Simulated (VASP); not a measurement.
# MnSe (F-43m) in VASP: single point with LDA

Aim: the single point of MnSe with LDA.

Program: VASP 6.6.1. These are calculated values, not measurements. Logs are shortened: lines on timing, memory, paths and dates and some standing lists are left out, and cuts for length are marked.

### 1 The cell of the first run

It takes space group F-43m (No. 216, cubic). The conventional cell has a = 5.820 Å, b = 5.820 Å, c = 5.820 Å, α = 90.00°, β = 90.00°, γ = 90.00°. Within 3.3 Å of Mn (site symmetry -43m) lie 4 Se at 2.52 Å. Se (site symmetry -43m) has 4 Mn at 2.52 Å within 3.3 Å.

### 2 Single point, LDA, collinear spin, ferromagnetic start

The input, INCAR:

```
ALGO = Normal
EDIFF = 1E-7
ENCUT = 520
ISIF = 2
ISMEAR = -1
ISPIN = 2
LASPH = True
LCHARG = True
LELF = True
LMAXMIX = 4
LORBIT = 11
LREAL = False
LVHAR = True
LWAVE = False
MAGMOM = 4 0
NBANDS = 20
NELM = 150
PREC = Accurate
SIGMA = 0.03
```

The input, KPOINTS:

```
k-points
0
Gamma
  12 12 12
```

The input, POSCAR:

```
MnSe
1.0
    0.0000000000      2.9100000000      2.9100000000
    2.9100000000      0.0000000000      2.9100000000
    2.9100000000      2.9100000000      0.0000000000
Mn Se
1 1
Direct
    0.0000000000      0.0000000000      0.0000000000
    0.2500000000      0.2500000000      0.2500000000
```

Potentials or basis: VASP PAW LDA potentials, release 64 (Mn_pv, Se).

Run with:

```
$ cat potpaw_LDA.64/Mn_pv/POTCAR potpaw_LDA.64/Se/POTCAR > POTCAR
$ mpirun -np 1 vasp_std > vasp.out
```

OUTCAR:

```text
EDIFF = 1E-7
   ENCUT = 520
   ISIF = 2
   ISMEAR = -1
   ISPIN = 2
   LASPH = True
   LORBIT = 11
   LREAL = False
   NELM = 150
   PREC = Accurate

 ion  position               nearest neighbor table
   1  0.000  0.000  0.000-   2 2.52   2 2.52   2 2.52   2 2.52
   2  0.250  0.250  0.250-   1 2.52   1 2.52   1 2.52   1 2.52

  LATTYP: Found a face centered cubic cell.
 ALAT       =     5.8200000000

  Lattice vectors:

 A1 = (   0.0000000000,   2.9100000000,   2.9100000000)
 A2 = (   2.9100000000,   0.0000000000,   2.9100000000)
 A3 = (   2.9100000000,   2.9100000000,   0.0000000000)

Analysis of symmetry for initial positions (statically):
=====================================================================
 Subroutine PRICEL returns:
 Original cell was already a primitive cell.

 Routine SETGRP: Setting up the symmetry group for a
 face centered cubic supercell.

 Subroutine GETGRP returns: Found 24 space group operations
 (whereof 24 operations were pure point group operations)
 out of a pool of 48 trial point group operations.

The static configuration has the point symmetry T_d .

Analysis of symmetry for dynamics (positions and initial velocities):
=====================================================================
 Subroutine PRICEL returns:
 Original cell was already a primitive cell.

 Routine SETGRP: Setting up the symmetry group for a
 face centered cubic supercell.

 Subroutine GETGRP returns: Found 24 space group operations
 (whereof 24 operations were pure point group operations)
 out of a pool of 48 trial point group operations.

The dynamic configuration has the point symmetry T_d .

Analysis of structural, dynamic, and magnetic symmetry:
=====================================================================
 Subroutine PRICEL returns:
 Original cell was already a primitive cell.

 Routine SETGRP: Setting up the symmetry group for a
 face centered cubic supercell.

 Subroutine GETGRP returns: Found 24 space group operations
 (whereof 24 operations were pure point group operations)
 out of a pool of 48 trial point group operations.

The overall configuration has the point symmetry T_d .

 Subroutine INISYM returns: Found 24 space group operations
 (whereof 24 operations are pure point group operations),
 and found     1 'primitive' translations

----------------------------------------------------------------------------------------

                                     Primitive cell

  volume of cell :      49.2843

  direct lattice vectors                    reciprocal lattice vectors
     0.000000000  2.910000000  2.910000000    -0.171821306  0.171821306  0.171821306
     2.910000000  0.000000000  2.910000000     0.171821306 -0.171821306  0.171821306
     2.910000000  2.910000000  0.000000000     0.171821306  0.171821306 -0.171821306

  length of vectors
     4.115361467  4.115361467  4.115361467     0.297603232  0.297603232  0.297603232

  position of ions in fractional coordinates (direct lattice)
     0.000000000  0.000000000  0.000000000
     0.250000000  0.250000000  0.250000000

  ion indices of the primitive-cell ions
   primitive index   ion index
                 1           1
                 2           2

----------------------------------------------------------------------------------------

 KPOINTS: k-points

Automatic generation of k-mesh.
 Grid dimensions read from file:
 generate k-points for:   12   12   12

 Generating k-lattice:

  Cartesian coordinates                     Fractional coordinates (reciprocal lattice)
    -0.014318442  0.014318442  0.014318442     0.083333333  0.000000000  0.000000000
     0.014318442 -0.014318442  0.014318442     0.000000000  0.083333333  0.000000000
     0.014318442  0.014318442 -0.014318442     0.000000000  0.000000000  0.083333333

  Length of vectors
     0.024800269  0.024800269  0.024800269

  Shift w.r.t. Gamma in fractional coordinates (k-lattice)
     0.000000000  0.000000000  0.000000000

 Subroutine IBZKPT returns following result:
 ===========================================

 Found     72 irreducible k-points:

 Following reciprocal coordinates:
            Coordinates               Weight
  0.000000  0.000000  0.000000      1.000000
  0.083333  0.000000  0.000000      8.000000
  0.166667  0.000000  0.000000      8.000000
  0.250000  0.000000  0.000000      8.000000
  0.333333  0.000000  0.000000      8.000000
  0.416667  0.000000  0.000000      8.000000
[... 16 lines left out ...]
  0.500000  0.166667  0.000000     24.000000
 -0.416667  0.166667  0.000000     24.000000
 [... further k-points ...]
   k-points           NKPTS =     72   k-points in BZ     NKDIM =     72   number of bands    NBANDS=     20
   number of dos      NEDOS =    301   number of ions     NIONS =      2
   total plane-waves  NPLWV =  32768
   dimension x,y,z NGX =    32 NGY =   32 NGZ =   32
   dimension x,y,z NGXF=    64 NGYF=   64 NGZF=   64
   ions per type =               1   1
   NGX,Y,Z   is equivalent  to a cutoff of  12.93, 12.93, 12.93 a.u.
   NGXF,Y,Z  is equivalent  to a cutoff of  25.85, 25.85, 25.85 a.u.
 SYSTEM =  unknown system
   PREC   = accura    normal or accurate (medium, high low for compatibility)
   ISTART =      0    job   : 0-new  1-cont  2-samecut
   ICHARG =      2    charge: 1-file 2-atom 10-const
   ISPIN  =      2    spin polarized calculation?
   LNONCOLLINEAR =      F non collinear calculations
   LSORBIT =      F    spin-orbit coupling
   LASPH  =      T    aspherical Exc in radial PAW
   ENCUT  =  520.0 eV  38.22 Ry    6.18 a.u.   7.65  7.65  7.65*2*pi/ulx,y,z
   NELM   =    150;   NELMIN=  2; NELMDL= -5     # of ELM steps
   EDIFF  = 0.1E-06   stopping-criterion for ELM
   LREAL  =      F    real-space projection
   EDIFFG = 0.1E-05   stopping-criterion for IOM
   NSW    =      0    number of steps for IOM
   IBRION =     -1    ionic relax: 0-MD 1-quasi-New 2-CG
   NFREE  =      0    steps in history (QN), initial steepest desc. (CG)
   ISIF   =      2    stress and relaxation
   ISYM   =      2    0-nonsym 1-usesym 2-fastsym
   POTIM  = 0.5000    time-step for ionic-motion
   TEBEG  =    0.0;   TEEND  =   0.0 temperature during run
   PSTRESS=    0.0 pullay stress
   NELECT =      19.0000    total number of electrons
   NUPDOWN=      -1.0000    fix difference up-down
   EMIN   =  10.00;   EMAX   =-10.00  energy-range for DOS
   EFERMI =   0.00;   METHOD = LEGACY
   ISMEAR =    -1;   SIGMA  =   0.03  broadening in eV -4-tet -1-fermi 0-gaus
   EFERMI_NEDOS =   21; number of points for ismear=-14 and -15
   IALGO  =     38    algorithm
   IMIX   =      4    mixing-type and parameters
     AMIX     =   0.40;   BMIX     =  1.00
     AMIX_MAG =   1.60;   BMIX_MAG =  1.00
  volume/ion in A,a.u.               =      24.64       166.29
  Fermi-wavevector in a.u.,A,eV,Ry     =   1.191488  2.251586 19.315428  1.419644
  Thomas-Fermi vector in A             =   2.327549
   LORBIT       =     11    0 simple, 1 ext, 2 COOP (PROOUT), +10 PAW based schemes
   GGA     = CA    functional components
   LHFCALC =     F    Hartree Fock is set to
   AEXX    =    0.0000 exact exchange contribution
   IVDW    =     0    specifies the selected vdW correction
   LEPSILON=     F    determine dielectric tensor
   LRPA    =     F    only Hartree local field effects (RPA)
 spin polarized calculation
  energy-cutoff  :      520.00
  volume of cell :       49.28
 maximum number of plane-waves:      1363
   NGX = 15   NGY = 15   NGZ = 15

 number of electron      19.0000010 magnetization       4.7107558

 Free energy of the ion-electron system (eV)
  ---------------------------------------------------
  ext. energy  EPLUGINS =         0.00000000
  ---------------------------------------------------
  free energy    TOTEN  =       -13.95744724 eV

  energy without entropy =      -13.95259291  energy(sigma->0) =      -13.95502008

 E-fermi :   3.4582     XC(G=0):  -9.5103

 val. band max:        3.4540905707   @ k =   0.4167   0.3333   0.0000
 cond. band min:       3.4614508590   @ k =  -0.4167   0.3333   0.0000
 fundamental gap:      0.0073602883
 Fermi energy:         3.4581984697

 spin component 1

 k-point     1 :       0.0000    0.0000    0.0000
  band No.  band energies     occupation
      1     -46.4996      1.00000
      2     -46.4996      1.00000
      3     -46.4996      1.00000
      4     -10.3532      1.00000
      5      -0.8754      1.00000
      6      -0.8754      1.00000
[... 12 lines left out ...]
     19      14.3277      0.00000
     20      15.1641      0.00000

 k-point     2 :       0.0833    0.0000    0.0000
  band No.  band energies     occupation
      1     -46.4998      1.00000
      2     -46.4997      1.00000
      3     -46.4997      1.00000
      4     -10.3171      1.00000
      5      -0.9491      1.00000
      6      -0.8600      1.00000
[... 12 lines left out ...]
     19      14.1599      0.00000
     20      15.0241      0.00000

 k-point     3 :       0.1667    0.0000    0.0000
  band No.  band energies     occupation
      1     -46.5002      1.00000
      2     -46.4997      1.00000
      3     -46.4997      1.00000
      4     -10.2156      1.00000
      5      -1.1436      1.00000
      6      -0.8194      1.00000
[... 12 lines left out ...]
     19      13.8332      0.00000
     20      15.9011      0.00000

 k-point     4 :       0.2500    0.0000    0.0000
  band No.  band energies     occupation
      1     -46.5008      1.00000
      2     -46.4998      1.00000
      3     -46.4998      1.00000
      4     -10.0705      1.00000
      5      -1.3972      1.00000
      6      -0.7681      1.00000
[... 429 lines left out ...]
 k-point    23 :       0.5000    0.1667    0.0000
  band No.  band energies     occupation
      1     -46.5017      1.00000
      2     -46.5003      1.00000
      3     -46.5001      1.00000
      4      -9.7072      1.00000
      5      -1.7146      1.00000
      6      -0.8105      1.00000
[... 12 lines left out ...]
     19      15.7195      0.00000
     20      16.8705      0.00000

 k-point    24 :      -0.4167    0.1667    0.0000
  band No.  band energies     occupation
      1     -46.5017      1.00000
      2     -46.5004      1.00000
      3     -46.5001      1.00000
      4      -9.6956      1.00000
      5      -1.6910      1.00000
      6      -0.8578      1.00000
[... 12 lines left out ...]
     19      15.1792      0.00000
     20      17.3867      0.00000

 [... further k-points ...]

 spin component 2

 k-point     1 :       0.0000    0.0000    0.0000
  band No.  band energies     occupation
      1     -42.4625      1.00000
      2     -42.4625      1.00000
      3     -42.4625      1.00000
      4     -10.0995      1.00000
      5       0.6298      1.00000
      6       0.6298      1.00000
[... 12 lines left out ...]
     19      15.2048      0.00000
     20      15.8339      0.00000

 k-point     2 :       0.0833    0.0000    0.0000
  band No.  band energies     occupation
      1     -42.4626      1.00000
      2     -42.4625      1.00000
      3     -42.4625      1.00000
      4     -10.0649      1.00000
      5       0.4469      1.00000
      6       0.6363      1.00000
[... 12 lines left out ...]
     19      14.8357      0.00000
     20      15.8349      0.00000

 k-point     3 :       0.1667    0.0000    0.0000
  band No.  band energies     occupation
      1     -42.4632      1.00000
      2     -42.4626      1.00000
      3     -42.4626      1.00000
      4      -9.9681      1.00000
      5       0.0084      1.00000
      6       0.6527      1.00000
[... 12 lines left out ...]
     19      14.5047      0.00000
     20      16.7876      0.00000

 k-point     4 :       0.2500    0.0000    0.0000
  band No.  band energies     occupation
      1     -42.4641      1.00000
      2     -42.4627      1.00000
      3     -42.4627      1.00000
      4      -9.8296      1.00000
      5      -0.5025      1.00000
      6       0.6719      1.00000
[... 429 lines left out ...]
 k-point    23 :       0.5000    0.1667    0.0000
  band No.  band energies     occupation
      1     -42.4654      1.00000
      2     -42.4634      1.00000
      3     -42.4631      1.00000
      4      -9.4841      1.00000
      5      -1.1510      1.00000
      6       0.3183      1.00000
[... 12 lines left out ...]
     19      16.3870      0.00000
     20      17.6013      0.00000

 k-point    24 :      -0.4167    0.1667    0.0000
  band No.  band energies     occupation
      1     -42.4654      1.00000
      2     -42.4635      1.00000
      3     -42.4631      1.00000
      4      -9.4731      1.00000
      5      -1.1566      1.00000
      6       0.2438      1.00000
[... 12 lines left out ...]
     19      15.8798      0.00000
     20      18.0933      0.00000

 [... further k-points ...]

------------------------ aborting loop because EDIFF is reached ----------------------------------------

  FORCE on cell =-STRESS in cart. coord.  units (eV):
  Direction    XX          YY          ZZ          XY          YZ          ZX
  --------------------------------------------------------------------------------------
  -------------------------------------------------------------------------------------
  Total       -1.1540305     -1.1540305     -1.1540305      0.0000000      0.0000000     -0.0000000
  in kB      -37.5162044    -37.5162044    -37.5162044      0.0000000      0.0000000     -0.0000000
  external PRESSURE =     -37.5162044 kB  Pullay stress =       0.0000000 kB

 VOLUME and BASIS-vectors are now :
 -----------------------------------------------------------------------------
  energy-cutoff  :      520.00
  volume of cell :       49.28
      direct lattice vectors                 reciprocal lattice vectors
     0.000000000  2.910000000  2.910000000    -0.171821306  0.171821306  0.171821306
     2.910000000  0.000000000  2.910000000     0.171821306 -0.171821306  0.171821306
     2.910000000  2.910000000  0.000000000     0.171821306  0.171821306 -0.171821306

 POSITION                                       TOTAL-FORCE (eV/Angst)
 -----------------------------------------------------------------------------------
      0.00000      0.00000      0.00000         0.000000      0.000000      0.000000
      1.45500      1.45500      1.45500        -0.000000     -0.000000     -0.000000
 -----------------------------------------------------------------------------------
    total drift:                                0.000000      0.000000      0.000000

  FREE ENERGIE OF THE ION-ELECTRON SYSTEM (eV)
  ---------------------------------------------------
  free  energy   TOTEN  =       -13.9574472429 eV

  energy  without entropy=      -13.9525929114  energy(sigma->0) =      -13.95502008

 total charge

# of ion       s       p       d       tot
------------------------------------------
    1        0.273   6.202   4.939  11.413
    2        1.441   2.422   0.034   3.897
--------------------------------------------------
tot          1.714   8.624   4.973  15.310

 magnetization (x)

# of ion       s       p       d       tot
------------------------------------------
    1        0.047   0.058   4.047   4.152
    2        0.010   0.056   0.020   0.086
--------------------------------------------------
tot          0.058   0.113   4.068   4.238
```

It took 2.4 min on 1 thread of Intel Xeon Platinum 8259CL at 2.50GHz (Skylake/Cascade Lake), shared host; peak memory 0.24 GiB.

What came out:

| Item | Value |
| --- | --- |
| Free energy | -13.9574 eV |
| Pressure | -3.8 GPa |
| Net moment | 4.71 μB per cell |
| Site moments | Mn +4.15; Se +0.09 μB |
| Valence electrons inside the program's atomic spheres | Mn 11.41; Se 3.90 |

Levels at points of the mesh, in eV from the Fermi level:
Spin up:
```
           k point  band 10  band 11  band 12  band 13  band 14  band 15
(0.00, 0.00, 0.00)     0.62     0.62     0.62     0.82     5.69     5.69
(0.50, 0.00, 0.00)    -2.57    -0.43    -0.43     2.68     6.17     6.17
(0.50, 0.50, 0.00)    -2.44    -1.83    -1.83     2.67     4.08     9.36
```
Spin down:
| k point | band 5 | band 6 | band 7 | band 8 | band 9 | band 10 |
| --- | --- | --- | --- | --- | --- | --- |
| (0.00, 0.00, 0.00) | -2.83 | -2.83 | -2.83 | 0.61 | 0.61 | 1.51 |
| (0.50, 0.00, 0.00) | -4.83 | -2.76 | -2.76 | 0.66 | 0.71 | 0.71 |
| (0.50, 0.50, 0.00) | -4.75 | -2.89 | -2.89 | -0.09 | 0.61 | 0.92 |

Caveat: the cell stands under tension; a cell with one magnetic atom can't hold antiferromagnetic order, which such compounds often take; semilocal functionals often make such compounds metallic where correlation or magnetic order opens a gap, which also shifts bond lengths. With open d or f shells a metallic result of LDA can be an artefact of self-interaction; +U or a hybrid may open a gap.
